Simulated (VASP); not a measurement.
A run of VASP 6.6.1:

File INCAR:

```
SYSTEM = Tl2Cl
  PREC = Accurate
  ENCUT = 600
  EDIFF = 1E-6
  ISMEAR = 0
  SIGMA = 0.1
  LREAL = .False.
  LASPH = .True.
  NELM = 100
  ALGO = Normal
  ISIF = 3
  LWAVE = .False.
  LCHARG = .False.
  GGA = PE
  IBRION = 2
  NSW = 100
  EDIFFG = -0.01
```

KPOINTS

```
Automatic mesh
0
Gamma
  8 8 8
  0 0 0
```

The input POSCAR:

```
Tl2Cl
1.0
    0.0000000000      4.6083921061      4.6083921061
    4.6083921061      0.0000000000      4.6083921061
    4.6083921061      4.6083921061      0.0000000000
Tl Cl
4 2
Direct
    0.1250000000      0.1250000000      0.1250000000
    0.6250000000      0.1250000000      0.1250000000
    0.1250000000      0.1250000000      0.6250000000
    0.1250000000      0.6250000000      0.1250000000
    0.5000000000      0.5000000000      0.5000000000
    0.7500000000      0.7500000000      0.7500000000
```

Potentials or basis: VASP PAW PBE potentials, release 64 (Tl_d, Cl).

Command:

```sh
$ cat potpaw_PBE.64/Tl_d/POTCAR potpaw_PBE.64/Cl/POTCAR > POTCAR
$ mpirun -np 1 vasp_std > vasp.out
```

Hardware: 1 thread of Intel(R) Xeon(R) 6975P-C (Granite Rapids), on a shared host.

Question: Estimate the wall time of this run.

Answer: It took 6.8 min on 1 thread of Intel(R) Xeon(R) 6975P-C (Granite Rapids) (shared host), peak memory 0.55 GiB. Counts: scf iterations 33, k points 29, ion steps 4.
